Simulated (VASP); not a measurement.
# CdS (P6_3mc) in VASP: notebook, part 2 of 3

VASP 6.6.1. Earlier steps stand in the parts before.

**3. Relaxation of cell and atoms, LDA**

This run uses another cell than the first one, of 26.04 Å³/atom, 1.092 times its volume.

Input file INCAR:

```
SYSTEM = CdS
ALGO = Normal
EDIFF = 1E-6
EDIFFG = -0.005
ENCUT = 600
IBRION = 2
ISIF = 3
ISMEAR = 0
LASPH = .TRUE.
LCHARG = .FALSE.
LREAL = .FALSE.
LWAVE = .FALSE.
NELM = 60
NSW = 70
PREC = Accurate
SIGMA = 0.02
```

Input file KPOINTS:

```
k-points
0
G
  6 6 4
  0 0 0
```

Input file POSCAR:

```
CdS
1.0
    4.1969590873      0.0000000000      0.0000000000
   -2.0984795437      3.6346731883      0.0000000000
    0.0000000000      0.0000000000      6.8279106676
Cd S
2 2
Direct
    0.3333333333      0.6666666667     -0.0008015542
    0.6666666667      0.3333333333      0.4991984458
    0.3333333333      0.6666666667      0.3758015542
    0.6666666667      0.3333333333      0.8758015542
```

Potentials or basis: VASP PAW LDA potentials, release 64 (Cd, S).

Command:

```console
cat potpaw_LDA.64/Cd/POTCAR potpaw_LDA.64/S/POTCAR > POTCAR
mpirun -np 1 vasp_std > vasp.out
```

OUTCAR:

```text
SYSTEM = CdS
   EDIFF = 1E-6
   EDIFFG = -0.005
   ENCUT = 600
   IBRION = 2
   ISIF = 3
   ISMEAR = 0
   LASPH = .TRUE.
   LREAL = .FALSE.
   NELM = 60
   NSW = 70
   PREC = Accurate

 ion  position               nearest neighbor table
   1  0.333  0.667  0.999-   4 2.57   4 2.57   4 2.57   3 2.57
   2  0.667  0.333  0.499-   3 2.57   3 2.57   3 2.57   4 2.57
   3  0.333  0.667  0.376-   2 2.57   2 2.57   2 2.57   1 2.57
   4  0.667  0.333  0.876-   1 2.57   1 2.57   1 2.57   2 2.57

  LATTYP: Found a hexagonal cell.
 ALAT       =     4.1969590873
 C/A-ratio  =     1.6268709143

  Lattice vectors:

 A1 = (   4.1969590873,   0.0000000000,   0.0000000000)
 A2 = (  -2.0984795437,   3.6346731883,   0.0000000000)
 A3 = (   0.0000000000,   0.0000000000,   6.8279106676)

Analysis of symmetry for initial positions (statically):
=====================================================================
 Subroutine PRICEL returns:
 Original cell was already a primitive cell.

 Routine SETGRP: Setting up the symmetry group for a
 hexagonal supercell.

 Subroutine GETGRP returns: Found 12 space group operations
 (whereof  6 operations were pure point group operations)
 out of a pool of 24 trial point group operations.

The static configuration has the point symmetry C_3v.
 The point group associated with its full space group is C_6v.

Analysis of symmetry for dynamics (positions and initial velocities):
=====================================================================
 Subroutine PRICEL returns:
 Original cell was already a primitive cell.

 Routine SETGRP: Setting up the symmetry group for a
 hexagonal supercell.

 Subroutine GETGRP returns: Found 12 space group operations
 (whereof  6 operations were pure point group operations)
 out of a pool of 24 trial point group operations.

The dynamic configuration has the point symmetry C_3v.
 The point group associated with its full space group is C_6v.

 Subroutine INISYM returns: Found 12 space group operations
[... 106 lines left out ...]
   TEBEG  =    0.0;   TEEND  =   0.0 temperature during run
   PSTRESS=    0.0 pullay stress
   NELECT =      36.0000    total number of electrons
   NUPDOWN=      -1.0000    fix difference up-down
   EMIN   =  10.00;   EMAX   =-10.00  energy-range for DOS
   EFERMI =   0.00;   METHOD = LEGACY
   ISMEAR =     0;   SIGMA  =   0.02  broadening in eV -4-tet -1-fermi 0-gaus
   EFERMI_NEDOS =   21; number of points for ismear=-14 and -15
   IALGO  =     38    algorithm
   IMIX   =      4    mixing-type and parameters
     AMIX     =   0.40;   BMIX     =  1.00
     AMIX_MAG =   1.60;   BMIX_MAG =  1.00
  volume/ion in A,a.u.               =      26.04       175.72
  Fermi-wavevector in a.u.,A,eV,Ry     =   1.148893  2.171093 17.959088  1.319956
  Thomas-Fermi vector in A             =   2.285566
   LORBIT       =      0    0 simple, 1 ext, 2 COOP (PROOUT), +10 PAW based schemes
   GGA     = CA    functional components
   LHFCALC =     F    Hartree Fock is set to
   AEXX    =    0.0000 exact exchange contribution
   IVDW    =     0    specifies the selected vdW correction
   LEPSILON=     F    determine dielectric tensor
   LRPA    =     F    only Hartree local field effects (RPA)
 conjugate gradient relaxation of ions
 non-spin polarized calculation
 Gauss-broadening in eV      SIGMA  =   0.02
  energy-cutoff  :      600.00
  volume of cell :      104.16
 maximum number of plane-waves:      3544
 NGX is ok and might be reduce to    36
   NGX = 17   NGY = 17   NGZ = 27

--------------------------------------- Ionic step        1  -------------------------------------------

 number of electron      36.0000003 magnetization

 Free energy of the ion-electron system (eV)
  ---------------------------------------------------
  ext. energy  EPLUGINS =         0.00000000
  ---------------------------------------------------
  free energy    TOTEN  =       -14.69676571 eV

  energy without entropy =      -14.69676571  energy(sigma->0) =      -14.69676571

------------------------ aborting loop because EDIFF is reached ----------------------------------------

  FORCE on cell =-STRESS in cart. coord.  units (eV):
  Direction    XX          YY          ZZ          XY          YZ          ZX
  --------------------------------------------------------------------------------------
  -------------------------------------------------------------------------------------
  Total       -2.9424277     -2.9424277     -2.9239453      0.0000000     -0.0000000      0.0000000
  in kB      -45.2614493    -45.2614493    -44.9771461      0.0000000     -0.0000000      0.0000000
  external PRESSURE =     -45.1666815 kB  Pullay stress =       0.0000000 kB
[... 177 lines left out ...]
--------------------------------------- Ionic step        6  -------------------------------------------

 number of electron      35.9999998 magnetization

 Free energy of the ion-electron system (eV)
  ---------------------------------------------------
  ext. energy  EPLUGINS =         0.00000000
  ---------------------------------------------------
  free energy    TOTEN  =       -14.81854727 eV

  energy without entropy =      -14.81854727  energy(sigma->0) =      -14.81854727

 E-fermi :   1.4951     XC(G=0):  -9.7240

 val. band max:        1.4085395988   @ k =   0.0000   0.0000   0.0000
 cond. band min:       2.4491140395   @ k =   0.0000   0.0000   0.0000
 fundamental gap:      1.0405744407
 Fermi energy:         1.4951228096

 k-point     1 :       0.0000    0.0000    0.0000
  band No.  band energies     occupation
      1     -11.1527      2.00000
      2     -10.6716      2.00000
      3      -6.4761      2.00000
      4      -6.4677      2.00000
      5      -6.4677      2.00000
      6      -6.3760      2.00000
[... 545 lines left out ...]
  FREE ENERGIE OF THE ION-ELECTRON SYSTEM (eV)
  ---------------------------------------------------
  free  energy   TOTEN  =       -14.8185472730 eV

  energy  without entropy=      -14.8185472730  energy(sigma->0) =      -14.81854727

 reached required accuracy - stopping structural energy minimisation
```

OSZICAR:

```text
N       E                     dE             d eps       ncg     rms          rms(c)
DAV:   1     0.266529982775E+03    0.26653E+03   -0.18923E+04   924   0.167E+03
DAV:   2     0.131223232635E+01   -0.26522E+03   -0.25930E+03   990   0.379E+02
DAV:   3    -0.155281419898E+02   -0.16840E+02   -0.16774E+02  1142   0.923E+01
DAV:   4    -0.157331465459E+02   -0.20500E+00   -0.20488E+00  1050   0.102E+01
[... 48 lines left out ...]
DAV:   1    -0.148186347497E+02   -0.92799E-04   -0.20651E-03   996   0.516E-01    0.720E-02
DAV:   2    -0.148185555194E+02    0.79230E-04   -0.24011E-04  1008   0.208E-01    0.253E-02
DAV:   3    -0.148185485122E+02    0.70072E-05   -0.23900E-05  1008   0.452E-02    0.219E-02
DAV:   4    -0.148185475111E+02    0.10011E-05   -0.13135E-06   492   0.113E-02    0.383E-03
DAV:   5    -0.148185472730E+02    0.23807E-06   -0.11438E-06   468   0.134E-02
   6 F= -.14818547E+02 E0= -.14818547E+02  d E =-.651162E-04
```

Wall time 93 s (1 thread of Intel Xeon Platinum 8559C (Emerald Rapids), shared host); peak memory 0.25 GiB.

What came out:

```
Free energy                            : -14.8185 eV
Relaxed volume                         : 24.04 Å³/atom
Relaxed cell                           : a = 4.086 Å, b = 4.086 Å, c = 6.649 Å, α = 90.00°, β = 90.00°, γ = 120.00°
Space group after relaxing (to 0.05 Å) : P6_3mc (No. 186)
Energy gained by relaxing              : 30.4 meV/atom
Ionic steps                            : 6
Pressure after relaxing                : 0.0 GPa
Largest force after relaxing           : 0.005 eV/Å
Band gap on the k mesh                 : 1.04 eV, direct
```

Forces in eV/Å, atoms in the order of the input:
```
Cd   0.000  0.000  0.005
Cd   0.000  0.000  0.005
S    0.000  0.000 -0.005
S    0.000  0.000 -0.005
```

The path:
| step | energy change (eV) | largest force (eV/Å) | pressure (GPa) | volume (Å³) |
| --- | --- | --- | --- | --- |
| 1 | 0.0000 | 0.0002 | -4.52 | 104.16 |
| 2 | -0.1053 | 0.0118 | 2.03 | 93.48 |
| 3 | -0.1218 | 0.0078 | -0.01 | 96.13 |
| 4 | -0.1217 | 0.0080 | 0.11 | 95.98 |
| 5 | -0.1218 | 0.0038 | -0.04 | 96.19 |
| 6 | -0.1218 | 0.0048 | 0.00 | 96.15 |

Final structure:
```
Cd S
1.0
     4.08623    0.00000    0.00000
    -2.04311    3.53878    0.00000
     0.00000    0.00000    6.64895
Cd S
2 2
Direct
  0.33333 0.66667 0.99924
  0.66667 0.33333 0.49924
  0.33333 0.66667 0.37576
  0.66667 0.33333 0.87576
```

(Part 2 of 3 ends here.)
